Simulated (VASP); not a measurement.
# Ge (P6_3/mmc) in VASP: single point with r2SCAN

Aim: the single point of Ge with r2SCAN.

Everything below comes from runs of VASP 6.6.1. Logs are shortened: lines on timing, memory, paths and dates and some standing lists are left out, and cuts for length are marked.

### 1 The cell of the first run

It takes space group P6_3/mmc (No. 194, hexagonal). The conventional cell has a = 4.127 Å, b = 4.127 Å, c = 6.812 Å, α = 90.00°, β = 90.00°, γ = 120.00°. Within 3.3 Å of Ge (site symmetry 3m) lie 4 Ge at 2.53 to 2.55 Å.

### 2 Single point, r2SCAN

The input, POSCAR:

```
Ge
1.0
    4.1266285376      0.0000000000      0.0000000000
   -2.0633142688      3.5737651148      0.0000000000
    0.0000000000      0.0000000000      6.8124066838
Ge
4
Direct
    0.6666666667      0.3333333333      0.0629010000
    0.3333333333      0.6666666667      0.5629010000
    0.6666666667      0.3333333333      0.4370990000
    0.3333333333      0.6666666667      0.9370990000
```

The input, INCAR.step1:

```
ALGO = Normal ; EDIFF = 1E-4
ENCUT = 520 ; GGA = PE
ISMEAR = -1 ; LASPH = True
LCHARG = False ; LREAL = False
LWAVE = True ; NBANDS = 36
NELM = 80 ; PREC = Accurate
SIGMA = 0.05
```

The input, INCAR.step2:

```
ALGO = Normal ; EDIFF = 1E-6
ENCUT = 520 ; ISIF = 2
ISMEAR = -1 ; ISTART = 1
LASPH = True ; LCHARG = True
LELF = True ; LMIXTAU = True
LREAL = False ; LVHAR = True
LWAVE = False ; METAGGA = R2SCAN
NBANDS = 36 ; NELM = 80
PREC = Accurate ; SIGMA = 0.05
```

The input, KPOINTS:

```
k-points
0
Gamma
  7 7 4
```

Potentials or basis: VASP PAW PBE potentials, release 64 (Ge_d).

On the command line:

```bash
$ cat potpaw_PBE.64/Ge_d/POTCAR > POTCAR
$ cp INCAR.step1 INCAR
$ mpirun -np 1 vasp_std > vasp.out
$ cp INCAR.step2 INCAR
$ mpirun -np 1 vasp_std > vasp.out
```

OUTCAR:

```text
EDIFF = 1E-6
   ENCUT = 520
   ISIF = 2
   ISMEAR = -1
   ISTART = 1
   LASPH = True
   LREAL = False
   METAGGA = R2SCAN
   NELM = 80
   PREC = Accurate

 ion  position               nearest neighbor table
   1  0.667  0.333  0.063-   4 2.53   4 2.53   4 2.53   3 2.55
   2  0.333  0.667  0.563-   3 2.53   3 2.53   3 2.53   4 2.55
   3  0.667  0.333  0.437-   2 2.53   2 2.53   2 2.53   1 2.55
   4  0.333  0.667  0.937-   1 2.53   1 2.53   1 2.53   2 2.55

  LATTYP: Found a hexagonal cell.
 ALAT       =     4.1266285376
 C/A-ratio  =     1.6508407824

  Lattice vectors:

 A1 = (   4.1266285376,   0.0000000000,   0.0000000000)
 A2 = (  -2.0633142688,   3.5737651148,   0.0000000000)
 A3 = (   0.0000000000,   0.0000000000,   6.8124066838)

Analysis of symmetry for initial positions (statically):
=====================================================================
 Subroutine PRICEL returns:
 Original cell was already a primitive cell.

 Routine SETGRP: Setting up the symmetry group for a
 hexagonal supercell.

 Subroutine GETGRP returns: Found 24 space group operations
 (whereof 12 operations were pure point group operations)
 out of a pool of 24 trial point group operations.

The static configuration has the point symmetry D_3d.
 The point group associated with its full space group is D_6h.

Analysis of symmetry for dynamics (positions and initial velocities):
=====================================================================
 Subroutine PRICEL returns:
 Original cell was already a primitive cell.

 Routine SETGRP: Setting up the symmetry group for a
 hexagonal supercell.

 Subroutine GETGRP returns: Found 24 space group operations
 (whereof 12 operations were pure point group operations)
 out of a pool of 24 trial point group operations.

The dynamic configuration has the point symmetry D_3d.
 The point group associated with its full space group is D_6h.

 Subroutine INISYM returns: Found 24 space group operations
 (whereof 12 operations are pure point group operations),
 and found     1 'primitive' translations

----------------------------------------------------------------------------------------

                                     Primitive cell

  volume of cell :     100.4667
[... 87 lines left out ...]
   LNONCOLLINEAR =      F non collinear calculations
   LSORBIT =      F    spin-orbit coupling
   LASPH  =      T    aspherical Exc in radial PAW
   ENCUT  =  520.0 eV  38.22 Ry    6.18 a.u.   7.67  7.67 12.67*2*pi/ulx,y,z
   NELM   =     80;   NELMIN=  2; NELMDL=  0     # of ELM steps
   EDIFF  = 0.1E-05   stopping-criterion for ELM
   LREAL  =      F    real-space projection
   EDIFFG = 0.1E-04   stopping-criterion for IOM
   NSW    =      0    number of steps for IOM
   IBRION =     -1    ionic relax: 0-MD 1-quasi-New 2-CG
   NFREE  =      0    steps in history (QN), initial steepest desc. (CG)
   ISIF   =      2    stress and relaxation
   ISYM   =      2    0-nonsym 1-usesym 2-fastsym
   POTIM  = 0.5000    time-step for ionic-motion
   TEBEG  =    0.0;   TEEND  =   0.0 temperature during run
   PSTRESS=    0.0 pullay stress
   NELECT =      56.0000    total number of electrons
   NUPDOWN=      -1.0000    fix difference up-down
   EMIN   =  10.00;   EMAX   =-10.00  energy-range for DOS
   EFERMI =   0.00;   METHOD = LEGACY
   ISMEAR =    -1;   SIGMA  =   0.05  broadening in eV -4-tet -1-fermi 0-gaus
   EFERMI_NEDOS =   21; number of points for ismear=-14 and -15
   IALGO  =     38    algorithm
   IMIX   =      4    mixing-type and parameters
     AMIX     =   0.40;   BMIX     =  1.00
     AMIX_MAG =   1.60;   BMIX_MAG =  1.00
  volume/ion in A,a.u.               =      25.12       169.50
  Fermi-wavevector in a.u.,A,eV,Ry     =   1.347298  2.546023 24.697441  1.815211
  Thomas-Fermi vector in A             =   2.475060
   LORBIT       =      0    0 simple, 1 ext, 2 COOP (PROOUT), +10 PAW based schemes
   METAGGA = R2SCAN    functional components
   LHFCALC =     F    Hartree Fock is set to
   AEXX    =    0.0000 exact exchange contribution
   IVDW    =     0    specifies the selected vdW correction
   LEPSILON=     F    determine dielectric tensor
   LRPA    =     F    only Hartree local field effects (RPA)
 non-spin polarized calculation
  energy-cutoff  :      520.00
  volume of cell :      100.47
 maximum number of plane-waves:      2743
 NGX is ok and might be reduce to    32
   NGX = 15   NGY = 15   NGZ = 25

 number of electron      56.0000018 magnetization

 Free energy of the ion-electron system (eV)
  ---------------------------------------------------
  ext. energy  EPLUGINS =         0.00000000
  ---------------------------------------------------
  free energy    TOTEN  =       -55.24137411 eV

  energy without entropy =      -55.24017497  energy(sigma->0) =      -55.24077454

 E-fermi :   3.8776     XC(G=0): -10.2810

 val. band max:        3.8150396072   @ k =   0.0000   0.0000   0.0000
 cond. band min:       3.9854470315   @ k =   0.0000   0.0000   0.0000
 fundamental gap:      0.1704074243
 Fermi energy:         3.8775706893

 k-point     1 :       0.0000    0.0000    0.0000
  band No.  band energies     occupation
      1     -21.5637      2.00000
      2     -21.5637      2.00000
      3     -21.5330      2.00000
      4     -21.5328      2.00000
      5     -21.5328      2.00000
      6     -21.5219      2.00000
[... 925 lines left out ...]
     35      10.0331      0.00000
     36      10.0331      0.00000

------------------------ aborting loop because EDIFF is reached ----------------------------------------

  FORCE on cell =-STRESS in cart. coord.  units (eV):
  Direction    XX          YY          ZZ          XY          YZ          ZX
  --------------------------------------------------------------------------------------
  -------------------------------------------------------------------------------------
  Total       -3.2815648     -3.2815648     -3.4081674      0.0000000     -0.0000000      0.0000000
  in kB      -52.3322761    -52.3322752    -54.3512515      0.0000000     -0.0000000      0.0000000
  external PRESSURE =     -53.0052676 kB  Pullay stress =       0.0000000 kB

 VOLUME and BASIS-vectors are now :
 -----------------------------------------------------------------------------
  energy-cutoff  :      520.00
  volume of cell :      100.47
      direct lattice vectors                 reciprocal lattice vectors
     4.126628538  0.000000000  0.000000000     0.242328572  0.139908467  0.000000000
    -2.063314269  3.573765115  0.000000000     0.000000000  0.279816935  0.000000000
     0.000000000  0.000000000  6.812406684     0.000000000  0.000000000  0.146791002

 POSITION                                       TOTAL-FORCE (eV/Angst)
 -----------------------------------------------------------------------------------
      2.06331      1.19126      0.42851         0.000000      0.000000     -0.012627
     -0.00000      2.38251      3.83471         0.000000      0.000000     -0.012627
      2.06331      1.19126      2.97770         0.000000     -0.000000      0.012627
     -0.00000      2.38251      6.38390        -0.000000     -0.000000      0.012627
 -----------------------------------------------------------------------------------
    total drift:                               -0.000000      0.000000     -0.000000

  FREE ENERGIE OF THE ION-ELECTRON SYSTEM (eV)
  ---------------------------------------------------
  free  energy   TOTEN  =       -55.2413741094 eV

  energy  without entropy=      -55.2401749712  energy(sigma->0) =      -55.24077454
```

OSZICAR.step1:

```text
N       E                     dE             d eps       ncg     rms          rms(c)
DAV:   1     0.507313103795E+03    0.50731E+03   -0.28412E+04  2020   0.414E+03
DAV:   2     0.707260001070E+02   -0.43659E+03   -0.42493E+03  1736   0.825E+02
DAV:   3    -0.131313169075E+02   -0.83857E+02   -0.82597E+02  1876   0.208E+02
DAV:   4    -0.179637932720E+02   -0.48325E+01   -0.48125E+01  2048   0.573E+01
DAV:   5    -0.180658112438E+02   -0.10202E+00   -0.10199E+00  1940   0.939E+00    0.395E+00
DAV:   6    -0.179866393909E+02    0.79172E-01   -0.60325E-02  1916   0.213E+00    0.234E+00
DAV:   7    -0.179416212575E+02    0.45018E-01   -0.78770E-02  1860   0.211E+00    0.184E-01
DAV:   8    -0.179448362199E+02   -0.32150E-02   -0.11298E-02  1912   0.104E+00    0.876E-02
DAV:   9    -0.179457749239E+02   -0.93870E-03   -0.87500E-04  1512   0.126E-01    0.233E-02
DAV:  10    -0.179458685211E+02   -0.93597E-04   -0.15306E-04  1496   0.115E-01
   1 F= -.17945869E+02 E0= -.17944660E+02  d E =-.241627E-02
```

Wall time 3.6 min (1 thread of Intel Xeon Platinum 8488C (Sapphire Rapids), shared host); peak memory 0.26 GiB.

What came out:

```
Free energy            : -55.2414 eV
Pressure               : -5.3 GPa
Largest force          : 0.013 eV/Å
Band gap on the k mesh : 0.17 eV, direct
```

Forces on the atoms (eV/Å):
```
Ge   0.000  0.000 -0.013
Ge   0.000  0.000 -0.013
Ge   0.000  0.000  0.013
Ge   0.000  0.000  0.013
```

Stress tensor (GPa, compression positive):
```
-5.23  0.00  0.00
 0.00 -5.23  0.00
 0.00  0.00 -5.44
```

Caveat: the PAW data sets were made with another functional, which shifts forces and pressure a little.
